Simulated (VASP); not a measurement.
# Si11GeO24 (a cell with a defect) in VASP: relaxation of the atoms with PBE

Aim: the relaxation of the atoms of Si11GeO24 (a cell with a defect) with PBE.

All numbers are computed with VASP 6.6.1; they aren't measurements. Logs are shortened: lines on timing, memory, paths and dates and some standing lists are left out, and cuts for length are marked.

### 1 The cell of the first run

The cell holds a defect, 36 atoms: a = 7.454 Å, b = 7.454 Å, c = 10.042 Å, α = 70.32°, β = 70.32°, γ = 71.37°.

### 2 Relaxation of the atoms, PBE

File INCAR:

```
SYSTEM = Si11GeO24
PREC     = Accurate       ! precision mode
ENCUT    = 520            ! plane-wave cutoff, eV
EDIFF    = 1E-7           ! SCF threshold, eV
ISMEAR   = -1             ! smearing method
SIGMA    = 0.01           ! smearing width, eV
LREAL    = Auto         
LASPH    = .True.         ! aspherical terms in the spheres
NELM     = 120            ! most SCF steps
ALGO     = Normal         ! electronic algorithm
ISIF     = 2              ! what is computed and relaxed
LWAVE    = .False.        ! write WAVECAR
LCHARG   = .False.        ! write CHGCAR
GGA      = PE             ! functional
IBRION   = 2              ! ionic algorithm
NSW      = 100            ! ionic steps
EDIFFG   = -0.03          ! ionic threshold
NELECT   = 201.0        
GGA_COMPAT= .False.      
NELMIN   = 4
```

File KPOINTS:

```
Automatic mesh
0
Gamma
  1 1 1
  0.25 0.25 0.25
```

File POSCAR:

```
Si11GeO24
1.0
   -2.5104095100      4.3481568300      5.5092742100
    5.0208190300      0.0000000000      5.5092742100
    5.0208190300      8.6963136500      0.0000000000
Si O Ge
11 24 1
Direct
    0.4049040000      0.9284293300      0.0357853300
    0.9049040000      0.4284293300      0.2857853300
    0.0000000000      0.0000000000      0.2617626700
    0.5000000000      0.5000000000      0.0117626700
    0.0950960000      0.5715706700      0.4524520000
    0.5950960000      0.0715706700      0.2024520000
    0.4049040000      0.9284293300      0.5357853300
    0.9049040000      0.4284293300      0.7857853300
    0.0000000000      0.0000000000      0.7617626700
    0.0950960000      0.5715706700      0.9524520000
    0.5950960000      0.0715706700      0.7024520000
    0.0622038000      0.4766467000      0.3409667000
    0.5622038000      0.9766467000      0.0909667000
    0.0640233200      0.8081605100      0.3886982900
    0.5640233200      0.3081605100      0.1386982900
    0.1820486300      0.0234685400      0.1161971300
    0.6820486300      0.5234685400      0.3661971300
    0.3179513700      0.4765314600      0.4689557200
    0.8179513700      0.9765314600      0.2189557200
    0.4359766800      0.6918394900      0.0747902100
    0.9359766800      0.1918394900      0.3247902100
    0.4377962000      0.0233533000      0.3603919500
    0.9377962000      0.5233533000      0.1103919500
    0.0622038000      0.4766467000      0.8409667000
    0.5622038000      0.9766467000      0.5909667000
    0.0640233200      0.8081605100      0.8886982900
    0.5640233200      0.3081605100      0.6386982900
    0.1820486300      0.0234685400      0.6161971300
    0.6820486300      0.5234685400      0.8661971300
    0.3179513700      0.4765314600      0.9689557200
    0.8179513700      0.9765314600      0.7189557200
    0.4359766800      0.6918394900      0.5747902100
    0.9359766800      0.1918394900      0.8247902100
    0.4377962000      0.0233533000      0.8603919500
    0.9377962000      0.5233533000      0.6103919500
    0.5000000000      0.5000000000      0.5117626700
```

Potentials or basis: VASP PAW PBE potentials, release 64 (Si, O, Ge_d).

Run with:

```console
> cat potpaw_PBE.64/Si/POTCAR potpaw_PBE.64/O/POTCAR potpaw_PBE.64/Ge_d/POTCAR > POTCAR
> mpirun -np 1 vasp_std > vasp.out
```

OUTCAR:

```text
SYSTEM = Si11GeO24
   PREC = Accurate
   ENCUT = 520
   EDIFF = 1E-7
   ISMEAR = -1
   LREAL = Auto
   LASPH = .True.
   NELM = 120
   ISIF = 2
   GGA = PE
   IBRION = 2
   NSW = 100
   EDIFFG = -0.03
   NELECT = 201.0
   NELMIN = 4

 ion  position               nearest neighbor table
   1  0.405  0.928  0.036-  34 1.63  16 1.63  20 1.63  13 1.63   4 3.12  11 3.12   3 3.12   6 3.12

   2  0.905  0.428  0.286-  23 1.63  17 1.63  21 1.63  12 1.63   3 3.12  10 3.12   5 3.12
   3  0.000  0.000  0.262-  14 1.63  21 1.63  19 1.63  16 1.63   2 3.12   5 3.12   6 3.12   1 3.12

   4  0.500  0.500  0.012-  15 1.63  20 1.63  30 1.63  29 1.63   1 3.12   6 3.12  10 3.12   8 3.12
[... 34 lines left out ...]
  34  0.438  0.023  0.860-   1 1.63  11 1.63
  35  0.938  0.523  0.610-   8 1.63   5 1.63
  36  0.500  0.500  0.512-  27 1.63  32 1.63  18 1.63  17 1.63

  LATTYP: Found a base centered monoclinic cell.
 ALAT       =    12.1085520629
 B/A-ratio  =     0.7181959996
 C/A-ratio  =     0.8293013073
 COS(beta)  =    -0.4146506542

  Lattice vectors:

 A1 = (   2.5104095100,  -4.3481568300,  -5.5092742100)
 A2 = (  -5.0208190300,   0.0000000000,  -5.5092742100)
 A3 = (   5.0208190300,   8.6963136500,   0.0000000000)

Analysis of symmetry for initial positions (statically):
=====================================================================
 Subroutine PRICEL returns:
 Original cell was already a primitive cell.

 Routine SETGRP: Setting up the symmetry group for a
 base centered monoclinic supercell.

 Subroutine GETGRP returns: Found  1 space group operations
 (whereof  1 operations were pure point group operations)
 out of a pool of  4 trial point group operations.

The static configuration has the point symmetry C_1 .

Analysis of symmetry for dynamics (positions and initial velocities):
=====================================================================
 Subroutine PRICEL returns:
 Original cell was already a primitive cell.

 Routine SETGRP: Setting up the symmetry group for a
 base centered monoclinic supercell.

 Subroutine GETGRP returns: Found  1 space group operations
 (whereof  1 operations were pure point group operations)
 out of a pool of  4 trial point group operations.

The dynamic configuration has the point symmetry C_1 .

 Subroutine INISYM returns: Found  1 space group operations
 (whereof  1 operations are pure point group operations),
 and found     1 'primitive' translations

----------------------------------------------------------------------------------------

                                     Primitive cell

  volume of cell :     481.0987

  direct lattice vectors                    reciprocal lattice vectors
    -2.510409510  4.348156830  5.509274210    -0.099585346  0.057495626  0.090756056
     5.020819030  0.000000000  5.509274210     0.099585346 -0.057495626  0.090756056
     5.020819030  8.696313650  0.000000000     0.049792673  0.086243439 -0.045378028

  length of vectors
     7.453906764  7.453906764 10.041638055     0.146491126  0.146491126  0.109436770

  position of ions in fractional coordinates (direct lattice)
     0.404904000  0.928429330  0.035785330
     0.904904000  0.428429330  0.285785330
     0.000000000  0.000000000  0.261762670
     0.500000000  0.500000000  0.011762670
     0.095096000  0.571570670  0.452452000
     0.595096000  0.071570670  0.202452000
[... 28 lines left out ...]
     0.937796200  0.523353300  0.610391950
     0.500000000  0.500000000  0.511762670

  ion indices of the primitive-cell ions
   primitive index   ion index
                 1           1
                 2           2
                 3           3
                 4           4
                 5           5
                 6           6
[... 28 lines left out ...]
                35          35
                36          36

----------------------------------------------------------------------------------------

 KPOINTS: Automatic mesh

Automatic generation of k-mesh.
 Grid dimensions read from file:
 generate k-points for:    1    1    1

 Generating k-lattice:

  Cartesian coordinates                     Fractional coordinates (reciprocal lattice)
    -0.099585346  0.057495626  0.090756056     1.000000000  0.000000000  0.000000000
     0.099585346 -0.057495626  0.090756056    -0.000000000  1.000000000  0.000000000
     0.049792673  0.086243439 -0.045378028     0.000000000  0.000000000  1.000000000

  Length of vectors
     0.146491126  0.146491126  0.109436770

  Shift w.r.t. Gamma in fractional coordinates (k-lattice)
     0.250000000  0.250000000  0.250000000

 Subroutine IBZKPT returns following result:
 ===========================================

 Found      1 irreducible k-points:

 Following reciprocal coordinates:
            Coordinates               Weight
  0.250000  0.250000  0.250000      2.000000
   k-points           NKPTS =      1   k-points in BZ     NKDIM =      1   number of bands    NBANDS=    120
   number of dos      NEDOS =    301   number of ions     NIONS =     36
   total plane-waves  NPLWV = 250880
   dimension x,y,z NGX =    56 NGY =   56 NGZ =   80
   dimension x,y,z NGXF=   112 NGYF=  112 NGZF=  160
   ions per type =              11  24   1
   NGX,Y,Z   is equivalent  to a cutoff of  12.49, 12.49, 13.24 a.u.
   NGXF,Y,Z  is equivalent  to a cutoff of  24.98, 24.98, 26.49 a.u.
 SYSTEM =  Si11GeO24
   PREC   = accura    normal or accurate (medium, high low for compatibility)
   ISTART =      0    job   : 0-new  1-cont  2-samecut
   ICHARG =      2    charge: 1-file 2-atom 10-const
   ISPIN  =      1    spin polarized calculation?
   LNONCOLLINEAR =      F non collinear calculations
   LSORBIT =      F    spin-orbit coupling
   LASPH  =      T    aspherical Exc in radial PAW
   ENCUT  =  520.0 eV  38.22 Ry    6.18 a.u.  13.86 13.86 18.67*2*pi/ulx,y,z
   NELM   =    120;   NELMIN=  4; NELMDL= -5     # of ELM steps
   EDIFF  = 0.1E-06   stopping-criterion for ELM
   LREAL  =      T    real-space projection
   EDIFFG = -.3E-01   stopping-criterion for IOM
   NSW    =    100    number of steps for IOM
   IBRION =      2    ionic relax: 0-MD 1-quasi-New 2-CG
   NFREE  =      1    steps in history (QN), initial steepest desc. (CG)
   ISIF   =      2    stress and relaxation
   ISYM   =      2    0-nonsym 1-usesym 2-fastsym
   POTIM  = 0.5000    time-step for ionic-motion
   TEBEG  =    0.0;   TEEND  =   0.0 temperature during run
   PSTRESS=    0.0 pullay stress
   NELECT =     201.0000    total number of electrons
   NUPDOWN=      -1.0000    fix difference up-down
   EMIN   =  10.00;   EMAX   =-10.00  energy-range for DOS
   EFERMI =   0.00;   METHOD = LEGACY
   ISMEAR =    -1;   SIGMA  =   0.01  broadening in eV -4-tet -1-fermi 0-gaus
   EFERMI_NEDOS =   21; number of points for ismear=-14 and -15
   IALGO  =     38    algorithm
   IMIX   =      4    mixing-type and parameters
     AMIX     =   0.40;   BMIX     =  1.00
     AMIX_MAG =   1.60;   BMIX_MAG =  1.00
  volume/ion in A,a.u.               =      13.36        90.18
  Fermi-wavevector in a.u.,A,eV,Ry     =   1.223852  2.312744 20.378983  1.497813
  Thomas-Fermi vector in A             =   2.358948
   LORBIT       =      0    0 simple, 1 ext, 2 COOP (PROOUT), +10 PAW based schemes
   GGA     = PE    functional components
   LHFCALC =     F    Hartree Fock is set to
   AEXX    =    0.0000 exact exchange contribution
   IVDW    =     0    specifies the selected vdW correction
   LEPSILON=     F    determine dielectric tensor
   LRPA    =     F    only Hartree local field effects (RPA)
 conjugate gradient relaxation of ions
 non-spin polarized calculation
  energy-cutoff  :      520.00
  volume of cell :      481.10
 maximum number of plane-waves:     12934
 NGX is ok and might be reduce to    56
   NGX = 27   NGY = 27   NGZ = 37

--------------------------------------- Ionic step        1  -------------------------------------------

 number of electron     201.0000041 magnetization

 Free energy of the ion-electron system (eV)
  ---------------------------------------------------
  ext. energy  EPLUGINS =         0.00000000
  ---------------------------------------------------
  free energy    TOTEN  =      -279.48073500 eV

  energy without entropy =     -279.46654216  energy(sigma->0) =     -279.47363858

------------------------ aborting loop because EDIFF is reached ----------------------------------------

  FORCE on cell =-STRESS in cart. coord.  units (eV):
  Direction    XX          YY          ZZ          XY          YZ          ZX
  --------------------------------------------------------------------------------------
  -------------------------------------------------------------------------------------
  Total        3.9339025      4.1840194      3.8260851      0.2528369     -0.0190121      0.0162566
  in kB       13.1008668     13.9338177     12.7418080      0.8420091     -0.0633150      0.0541384
  external PRESSURE =      13.2588309 kB  Pullay stress =       0.0000000 kB
[... 191 lines left out ...]
  FREE ENERGIE OF THE ION-ELECTRON SYSTEM (eV)
  ---------------------------------------------------
  free  energy   TOTEN  =      -280.1316408755 eV

  energy  without entropy=     -280.1174476701  energy(sigma->0) =     -280.12454427

[... ionic steps 4 to 25 ...]

--------------------------------------- Ionic step       26  -------------------------------------------

 number of electron     201.0000009 magnetization

------------------------ aborting loop because EDIFF is reached ----------------------------------------
[... 135 lines left out ...]
--------------------------------------- Ionic step       28  -------------------------------------------

 number of electron     201.0000009 magnetization

 Free energy of the ion-electron system (eV)
  ---------------------------------------------------
  ext. energy  EPLUGINS =         0.00000000
  ---------------------------------------------------
  free energy    TOTEN  =      -280.55143673 eV

  energy without entropy =     -280.53741800  energy(sigma->0) =     -280.54442737

 E-fermi :   0.5388     XC(G=0):  -8.9437

 val. band max:        0.5387472364   @ k =   0.2500   0.2500   0.2500
 cond. band min:       6.2190940421   @ k =   0.2500   0.2500   0.2500
 fundamental gap:      5.6803468056
 Fermi energy:         0.5387865536

 k-point     1 :       0.2500    0.2500    0.2500
  band No.  band energies     occupation
      1     -22.6832      2.00000
      2     -22.6666      2.00000
      3     -22.6546      2.00000
      4     -22.3923      2.00000
      5     -22.3858      2.00000
      6     -18.5402      2.00000
[... 104 lines left out ...]
    111       9.6548      0.00000
    112       9.7564      0.00000
 [bands above 112 left out]

------------------------ aborting loop because EDIFF is reached ----------------------------------------

  FORCE on cell =-STRESS in cart. coord.  units (eV):
  Direction    XX          YY          ZZ          XY          YZ          ZX
  --------------------------------------------------------------------------------------
  -------------------------------------------------------------------------------------
  Total       -6.7818511     -7.3720181     -7.5079430     -0.5640635      0.2470181     -0.3682308
  in kB      -22.5852386    -24.5506405    -25.0033040     -1.8784709      0.8226311     -1.2262996
  external PRESSURE =     -24.0463944 kB  Pullay stress =       0.0000000 kB
[... 51 lines left out ...]
  FREE ENERGIE OF THE ION-ELECTRON SYSTEM (eV)
  ---------------------------------------------------
  free  energy   TOTEN  =      -280.5514367338 eV

  energy  without entropy=     -280.5374180003  energy(sigma->0) =     -280.54442737

 reached required accuracy - stopping structural energy minimisation
```

It took 83 min on 1 thread of Intel Xeon 8259CL, shared host; peak memory 0.63 GiB.

Results:

```yaml
Free_energy: -280.5514 eV
Energy_gained_by_relaxing: 29.7 meV/atom
Ionic_steps: 28
Largest_force_after_relaxing: 0.026 eV/Å
```

Forces on the atoms (eV/Å):
```
Si  -0.006 -0.007  0.007
Si   0.001  0.005  0.014
Si   0.001  0.006  0.006
Si   0.001  0.007 -0.012
Si   0.002  0.008 -0.019
Si   0.005  0.001 -0.013
Si   0.008  0.010  0.012
Si   0.017 -0.008  0.004
Si   0.003  0.007 -0.004
Si  -0.023  0.000  0.000
Si  -0.008 -0.006 -0.009
O    0.015  0.007 -0.010
O    0.001  0.012 -0.017
O    0.005 -0.009 -0.022
O   -0.021 -0.011  0.001
O   -0.010  0.008 -0.001
O   -0.004 -0.007  0.004
O    0.004  0.007 -0.007
O    0.005  0.006 -0.006
O    0.003 -0.022 -0.013
O   -0.002  0.001  0.022
O    0.001  0.012  0.011
O   -0.011  0.008  0.012
O   -0.001 -0.010  0.002
O    0.011 -0.009 -0.003
O   -0.009 -0.001 -0.011
O    0.007  0.004 -0.004
O   -0.007 -0.003  0.003
O    0.002  0.005 -0.012
O    0.005 -0.006  0.019
O    0.012 -0.014  0.003
O   -0.002  0.005  0.018
O   -0.004 -0.006  0.015
O    0.002 -0.004  0.014
O    0.004  0.006 -0.004
Ge  -0.005 -0.002  0.002
```

Step by step:
```csv
step,energy change (eV),largest force (eV/Å),pressure (GPa)
1,0.0000,5.0699,1.33
2,3.9306,14.5083,4.09
3,-0.6509,1.8276,0.81
4,-0.8532,1.3516,-0.08
5,-0.8994,0.5620,0.13
6,-0.9608,0.4305,-0.38
7,-0.9628,0.5190,-0.49
8,-0.9843,0.6078,-1.09
9,-0.9886,0.4312,-0.93
10,-1.0191,0.1932,-1.34
11,-1.0250,0.2388,-1.63
12,-1.0376,0.3275,-1.84
13,-1.0378,0.2625,-1.81
14,-1.0511,0.1489,-1.92
15,-1.0524,0.1807,-1.96
16,-1.0598,0.1111,-2.01
17,-1.0600,0.1328,-2.02
18,-1.0646,0.0787,-2.07
19,-1.0648,0.1205,-2.08
20,-1.0665,0.1242,-2.15
21,-1.0666,0.0735,-2.14
22,-1.0679,0.0539,-2.20
23,-1.0681,0.0684,-2.24
24,-1.0692,0.0600,-2.30
25,-1.0697,0.0916,-2.38
26,-1.0702,0.0722,-2.42
27,-1.0703,0.0365,-2.41
28,-1.0707,0.0258,-2.40
```

Final structure:
```
Si O Ge
1.0
    -2.51041    4.34816    5.50927
     5.02082    0.00000    5.50927
     5.02082    8.69631    0.00000
Si O Ge
11 24 1
Direct
  0.40436 0.92526 0.03756
  0.90554 0.42996 0.28000
  0.99925 0.99903 0.26303
  0.50101 0.49879 0.01266
  0.09039 0.56955 0.45199
  0.59542 0.06901 0.20253
  0.40049 0.93890 0.53612
  0.90393 0.42960 0.78413
  0.00032 0.00101 0.76288
  0.10064 0.57060 0.94662
  0.59950 0.06683 0.70561
  0.06086 0.47991 0.33593
  0.56314 0.97584 0.08965
  0.06627 0.80625 0.38909
  0.56462 0.30566 0.13869
  0.18243 0.02340 0.11793
  0.68395 0.53919 0.35312
  0.30985 0.45911 0.47294
  0.81798 0.97401 0.22003
  0.43234 0.68862 0.07894
  0.93105 0.19301 0.32478
  0.43654 0.02006 0.35972
  0.94324 0.51749 0.10373
  0.06724 0.47966 0.83256
  0.56100 0.99067 0.58605
  0.07255 0.80774 0.88615
  0.58170 0.30297 0.65151
  0.17816 0.03842 0.61551
  0.68483 0.52775 0.86899
  0.32257 0.47400 0.96583
  0.82167 0.96427 0.72335
  0.42076 0.70256 0.58940
  0.92923 0.19285 0.82728
  0.43898 0.01394 0.86131
  0.92905 0.52279 0.60867
  0.49912 0.50127 0.51572
```

Caveat: the k points lie up to 0.92 Å⁻¹ apart, too coarse for converged energies and pressures of a metal; the cell carries a net charge on a neutralising background, which shifts energy and pressure; the cell is charged against a uniform background, so pressure and absolute levels hang on convention; an odd number of electrons without spin polarisation forces a metal; a magnetic or distorted state may lie lower.
